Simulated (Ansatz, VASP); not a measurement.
Si: VASP beside Ansatz

```
Si
1.0
     0.00000    2.71656    2.71656
     2.71656    0.00000    2.71656
     2.71656    2.71656    0.00000
Si
2
Direct
  0.50000 0.50000 0.50000
  0.75000 0.75000 0.75000
```

Alike in both runs: functional PBEsol; k mesh 12 × 12 × 12; occupations gaussian, width 0.02 eV; no spin polarisation.

Ansatz relaxed the structure, and its values are those at the end. VASP's run is a single point on that final structure, the one shown.

|  | VASP | Ansatz |
| --- | --- | --- |
| version | VASP 6.6.1 | Ansatz 0.2.0 |
| potentials or method | VASP PAW PBE potentials, release 64 (Si), cutoff 520 eV | scalar-relativistic, plane waves, PAW |
| valence electrons in the cell | 8 | 8 |

```csv
,VASP,Ansatz,Ansatz less VASP
gap on the k mesh at the Fermi level (eV),0.46,0.46,+0.005
least direct gap on the mesh (eV),2.52,2.52,+0.003
pressure (GPa),0.1,0.0,-0.11
```

VASP's potentials were made for PBE, not for PBEsol.
